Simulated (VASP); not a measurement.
# Pb (R-3m) in VASP: further runs, part 2 of 2

VASP 6.6.1. The steps go on from the part before.

## (3) Electric field gradients, LDA (equal xy, yz and zx shear strains of -3 %)

INCAR reads:

```
SYSTEM = Pb
  ALGO = Normal
  EDIFF = 1E-8
  ENCUT = 520
  ISIF = 2
  ISMEAR = -1
  LASPH = .TRUE.
  LCHARG = .FALSE.
  LEFG = .TRUE.
  LREAL = .FALSE.
  LWAVE = .FALSE.
  NBANDS = 21
  NELM = 100
  PREC = Accurate
  SIGMA = 0.05
```

KPOINTS reads:

```
k-points
0
G
  8 8 8
  0 0 0
```

POSCAR reads:

```
Pb
1.0
   -0.1031700017      3.3874150547      3.3874150547
    3.3874150547     -0.1031700017      3.3874150547
    3.3874150547      3.3874150547     -0.1031700017
Pb
2
Direct
    0.0000000000      0.0000000000      0.0000000000
    0.2500000000      0.2500000000      0.2500000000
```

Potentials or basis: VASP PAW LDA potentials, release 64 (Pb_d).

Command:

```bash
$ cat potpaw_LDA.64/Pb_d/POTCAR > POTCAR
$ mpirun -np 1 vasp_std > vasp.out
```

OUTCAR:

```text
SYSTEM = Pb
   EDIFF = 1E-8
   ENCUT = 520
   ISIF = 2
   ISMEAR = -1
   LASPH = .TRUE.
   LREAL = .FALSE.
   NELM = 100
   PREC = Accurate

 ion  position               nearest neighbor table
   1  0.000  0.000  0.000-   2 2.89   2 3.01   2 3.01   2 3.01
   2  0.250  0.250  0.250-   1 2.89   1 3.01   1 3.01   1 3.01

  LATTYP: Found a trigonal (rhomboedric) cell.
 ALAT       =     4.7916391303
 COS(alpha) =     0.4693254694

  Lattice vectors:

 A1 = (  -0.1031700017,   3.3874150547,   3.3874150547)
 A2 = (   3.3874150547,  -0.1031700017,   3.3874150547)
 A3 = (   3.3874150547,   3.3874150547,  -0.1031700017)

Analysis of symmetry for initial positions (statically):
=====================================================================
 Subroutine PRICEL returns:
 Original cell was already a primitive cell.

 Routine SETGRP: Setting up the symmetry group for a
 trigonal (rhombohedral) supercell.

 Subroutine GETGRP returns: Found 12 space group operations
 (whereof  6 operations were pure point group operations)
 out of a pool of 12 trial point group operations.

The static configuration has the point symmetry C_3v.
 The point group associated with its full space group is D_3d.

Analysis of symmetry for dynamics (positions and initial velocities):
=====================================================================
 Subroutine PRICEL returns:
 Original cell was already a primitive cell.

 Routine SETGRP: Setting up the symmetry group for a
 trigonal (rhombohedral) supercell.

 Subroutine GETGRP returns: Found 12 space group operations
 (whereof  6 operations were pure point group operations)
 out of a pool of 12 trial point group operations.

The dynamic configuration has the point symmetry C_3v.
 The point group associated with its full space group is D_3d.

 Subroutine INISYM returns: Found 12 space group operations
 (whereof  6 operations are pure point group operations),
 and found     1 'primitive' translations

----------------------------------------------------------------------------------------

                                     Primitive cell

  volume of cell :      81.2887

  direct lattice vectors                    reciprocal lattice vectors
    -0.103170002  3.387415055  3.387415055    -0.141027373  0.145457552  0.145457552
     3.387415055 -0.103170002  3.387415055     0.145457552 -0.141027373  0.145457552
     3.387415055  3.387415055 -0.103170002     0.145457552  0.145457552 -0.141027373

  length of vectors
     4.791639130  4.791639130  4.791639130     0.249408338  0.249408338  0.249408338

  position of ions in fractional coordinates (direct lattice)
     0.000000000  0.000000000  0.000000000
     0.250000000  0.250000000  0.250000000

  ion indices of the primitive-cell ions
   primitive index   ion index
                 1           1
                 2           2

----------------------------------------------------------------------------------------

 KPOINTS: k-points

Automatic generation of k-mesh.
[... 71 lines left out ...]
   NFREE  =      0    steps in history (QN), initial steepest desc. (CG)
   ISIF   =      2    stress and relaxation
   ISYM   =      2    0-nonsym 1-usesym 2-fastsym
   POTIM  = 0.5000    time-step for ionic-motion
   TEBEG  =    0.0;   TEEND  =   0.0 temperature during run
   PSTRESS=    0.0 pullay stress
   NELECT =      28.0000    total number of electrons
   NUPDOWN=      -1.0000    fix difference up-down
   EMIN   =  10.00;   EMAX   =-10.00  energy-range for DOS
   EFERMI =   0.00;   METHOD = LEGACY
   ISMEAR =    -1;   SIGMA  =   0.05  broadening in eV -4-tet -1-fermi 0-gaus
   EFERMI_NEDOS =   21; number of points for ismear=-14 and -15
   IALGO  =     38    algorithm
   IMIX   =      4    mixing-type and parameters
     AMIX     =   0.40;   BMIX     =  1.00
     AMIX_MAG =   1.60;   BMIX_MAG =  1.00
  volume/ion in A,a.u.               =      40.64       274.28
  Fermi-wavevector in a.u.,A,eV,Ry     =   1.147583  2.168617 17.918144  1.316946
  Thomas-Fermi vector in A             =   2.284262
   LORBIT       =      0    0 simple, 1 ext, 2 COOP (PROOUT), +10 PAW based schemes
   GGA     = CA    functional components
   LHFCALC =     F    Hartree Fock is set to
   AEXX    =    0.0000 exact exchange contribution
   IVDW    =     0    specifies the selected vdW correction
   LEPSILON=     F    determine dielectric tensor
   LRPA    =     F    only Hartree local field effects (RPA)
 non-spin polarized calculation
  energy-cutoff  :      520.00
  volume of cell :       81.29
 maximum number of plane-waves:      2213
   NGX = 17   NGY = 17   NGZ = 17

 number of electron      27.9999994 magnetization

 Free energy of the ion-electron system (eV)
  ---------------------------------------------------
  ext. energy  EPLUGINS =         0.00000000
  ---------------------------------------------------
  free energy    TOTEN  =        -7.86553639 eV

  energy without entropy =       -7.86121175  energy(sigma->0) =       -7.86337407

 E-fermi :   4.0857     XC(G=0):  -8.7657

 val. band max:        4.0831677134   @ k =   0.1250   0.0000   0.0000
 cond. band min:       4.1112694847   @ k =   0.2500   0.1250   0.1250
 fundamental gap:      0.0281017712
 Fermi energy:         4.0856832524

 k-point     1 :       0.0000    0.0000    0.0000
  band No.  band energies     occupation
      1     -13.1860      2.00000
      2     -13.0665      2.00000
      3     -13.0665      2.00000
      4     -13.0271      2.00000
      5     -13.0271      2.00000
      6     -12.6179      2.00000
[... 565 lines left out ...]
     20      10.7336      0.00000
     21      11.9369      0.00000

 [... further k-points ...]

------------------------ aborting loop because EDIFF is reached ----------------------------------------

  FORCE on cell =-STRESS in cart. coord.  units (eV):
  Direction    XX          YY          ZZ          XY          YZ          ZX
  --------------------------------------------------------------------------------------
  -------------------------------------------------------------------------------------
  Total       -0.2877164     -0.2877164     -0.2877164      0.5617151      0.5617151      0.5617151
  in kB       -5.6708064     -5.6708064     -5.6708064     11.0712423     11.0712423     11.0712423
  external PRESSURE =      -5.6708064 kB  Pullay stress =       0.0000000 kB

 VOLUME and BASIS-vectors are now :
 -----------------------------------------------------------------------------
  energy-cutoff  :      520.00
  volume of cell :       81.29
      direct lattice vectors                 reciprocal lattice vectors
    -0.103170002  3.387415055  3.387415055    -0.141027373  0.145457552  0.145457552
     3.387415055 -0.103170002  3.387415055     0.145457552 -0.141027373  0.145457552
     3.387415055  3.387415055 -0.103170002     0.145457552  0.145457552 -0.141027373

 POSITION                                       TOTAL-FORCE (eV/Angst)
 -----------------------------------------------------------------------------------
      0.00000      0.00000      0.00000        -0.222719     -0.222719     -0.222719
      1.66792      1.66792      1.66792         0.222719      0.222719      0.222719
 -----------------------------------------------------------------------------------
    total drift:                                0.000000      0.000000      0.000000

  FREE ENERGIE OF THE ION-ELECTRON SYSTEM (eV)
  ---------------------------------------------------
  free  energy   TOTEN  =        -7.8655363859 eV

  energy  without entropy=       -7.8612117501  energy(sigma->0) =       -7.86337407

 Electric field gradients (V/A^2)
---------------------------------------------------------------------
 ion       V_xx      V_yy      V_zz      V_xy      V_xz      V_yz
---------------------------------------------------------------------
   1      -0.000     0.000     0.000   -42.079   -42.079   -42.079
   2      -0.000     0.000     0.000   -42.079   -42.079   -42.079
---------------------------------------------------------------------

 Electric field gradients after diagonalization (V/A^2)
 (convention: |V_zz| > |V_xx| > |V_yy|)
----------------------------------------------------------------------
 ion       V_xx      V_yy      V_zz     asymmetry (V_yy - V_xx)/ V_zz
----------------------------------------------------------------------
   1      42.079    42.079   -84.158       0.000
   2      42.079    42.079   -84.158       0.000
----------------------------------------------------------------------

           NMR quadrupolar parameters

 Cq : quadrupolar parameter    Cq=e*Q*V_zz/h
 eta: asymmetry parameters     (V_yy - V_xx)/ V_zz
 Q  : nuclear electric quadrupole moment in mb (millibarn)
----------------------------------------------------------------------
 ion       Cq(MHz)       eta       Q (mb)
----------------------------------------------------------------------
   1      -0.203       0.000       1.000
   2      -0.203       0.000       1.000
----------------------------------------------------------------------
```

OSZICAR:

```text
N       E                     dE             d eps       ncg     rms          rms(c)
DAV:   1     0.293565013212E+03    0.29357E+03   -0.13721E+04  2730   0.145E+03
DAV:   2     0.141308396042E+02   -0.27943E+03   -0.27342E+03  2740   0.392E+02
DAV:   3    -0.710809973162E+01   -0.21239E+02   -0.21089E+02  3301   0.137E+02
DAV:   4    -0.788870665137E+01   -0.78061E+00   -0.78033E+00  3236   0.314E+01
DAV:   5    -0.793421821123E+01   -0.45512E-01   -0.45511E-01  4176   0.663E+00    0.154E+00
DAV:   6    -0.788708539059E+01    0.47133E-01   -0.37875E-02  3841   0.262E+00    0.852E-01
DAV:   7    -0.786560235960E+01    0.21483E-01   -0.33001E-02  3528   0.211E+00    0.147E-01
DAV:   8    -0.786548215311E+01    0.12021E-03   -0.40462E-03  3773   0.723E-01    0.388E-02
DAV:   9    -0.786553455729E+01   -0.52404E-04   -0.13996E-04  3426   0.138E-01    0.133E-02
DAV:  10    -0.786553607567E+01   -0.15184E-05   -0.11389E-05  3699   0.394E-02    0.317E-03
DAV:  11    -0.786553636152E+01   -0.28585E-06   -0.14372E-06  3684   0.101E-02    0.987E-04
DAV:  12    -0.786553638761E+01   -0.26092E-07   -0.14726E-07  3281   0.269E-03    0.504E-04
DAV:  13    -0.786553638587E+01    0.17403E-08   -0.24494E-08  2799   0.152E-03
   1 F= -.78655364E+01 E0= -.78633741E+01  d E =-.432464E-02
```

Run time: 66 s. Hardware: 1 thread of Intel Xeon Platinum 8488C (Sapphire Rapids), shared host; peak memory 0.22 GiB.

Results:

| Property | Result |
| --- | --- |
| Free energy | -7.8655 eV |
| Pressure | -0.6 GPa |
| Largest force | 0.386 eV/Å |
| Band gap on the k mesh | zero (bands 14 and 15 overlap by 1.31 eV) |
| Largest electric field gradient by atom | Pb -84.2 V/Å² |

Forces on the atoms (eV/Å):
```
Pb  -0.223 -0.223 -0.223
Pb   0.223  0.223  0.223
```

Stress tensor (GPa, compression positive):
```
-0.57  1.11  1.11
 1.11 -0.57  1.11
 1.11  1.11 -0.57
```

Electric field gradients, principal values (V/Å²):
```tsv
atom	least	middle	greatest (by size)
1 Pb	42.079	42.079	-84.158
2 Pb	42.079	42.079	-84.158
```

Caveat: the cell differs from its parent crystal (equal xy, yz and zx shear strains of -3 %); without QUAD_EFG the Cq values of the log hold for a quadrupole moment of 1 mb, not for the nuclei; spin-orbit coupling is left out, which moves the levels of the heavy elements.
